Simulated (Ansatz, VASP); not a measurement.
# One calculation of Al3Cu, two programs

The input INCAR:

```
ALGO = Fast
EDIFF = 1E-7
ENCUT = 520
GGA = PS
ISIF = 2
ISMEAR = 0
LASPH = True
LCHARG = False
LREAL = False
LWAVE = False
NBANDS = 18
NELM = 80
PREC = Accurate
SIGMA = 0.1
```

The input KPOINTS:

```
k-points
0
Gamma
  10 10 10
```

Contents of POSCAR:

```
Al3Cu
1.0
    3.9241510000      0.0000000000      0.0000000000
    0.0000000000      3.9241510000      0.0000000000
    0.0000000000      0.0000000000      3.9241510000
Al Cu
3 1
Direct
    0.0000000000      0.5000000000      0.5000000000
    0.5000000000      0.0000000000      0.5000000000
    0.5000000000      0.5000000000      0.0573372431
    0.0000000000      0.0000000000      0.0000000000
```

Input for Ansatz:

```yaml
crystal:
  lattice:
    - [3.924151, 0.0, 0.0]
    - [0.0, 3.924151, 0.0]
    - [0.0, 0.0, 3.924151]
  atoms:
    - { symbol: Al, position: [0.0, 0.5, 0.5] }
    - { symbol: Al, position: [0.5, 0.0, 0.5] }
    - { symbol: Al, position: [0.5, 0.5, 0.0573372431] }
    - { symbol: Cu, position: [0.0, 0.0, 0.0] }
basis:
  ecutwfc: 420
kpoints:
  mp_grid: { grid: [10, 10, 10] }
hamiltonian:
  xc: pbesol
scf:
  occupations: { method: gaussian, width: 0.1 }
output:
  forces: true
  stress: true
  eigenvalues: true
  write_density: true
  write_potential: true
  elf: true
  volumetric_format: npy
```

Change from the starting cell: one atom moved.

Alike in both runs: task single point; functional PBEsol; k mesh 10 × 10 × 10; occupations gaussian, width 0.1 eV; no spin polarisation.

|  | VASP | Ansatz |
| --- | --- | --- |
| version | VASP 6.6.1 | Ansatz 0.2.0 |
| potentials or method | VASP PAW PBE potentials, release 64 (Al, Cu), cutoff 520 eV | scalar-relativistic, plane waves, PAW |
| valence electrons in the cell | 20 | 28 |

Ansatz gave:

| Quantity | Value |
| --- | --- |
| gap on the k mesh at the Fermi level (eV) | none |
| pressure (GPa) | -1.1 |
| traceless stress, the component that is largest in VASP (GPa) | 0.33 |
| rms of the force components (eV/Å) | 0.552 |

**Question.** What did VASP give for the same quantities?

**Answer.** gap on the k mesh at the Fermi level (eV): none; pressure (GPa): -0.8; traceless stress, the component that is largest in VASP (GPa): 0.33; rms of the force components (eV/Å): 0.554.

VASP's potentials were made for PBE, not for PBEsol. Atom by atom the forces differ by 0.002 eV/Å (rms over components). A gap of «none» marks a metal or a gap that the smearing closes. VASP's potentials hold 20 valence electrons a cell and Ansatz's 28, so a difference there can come from the potentials and not from the codes.
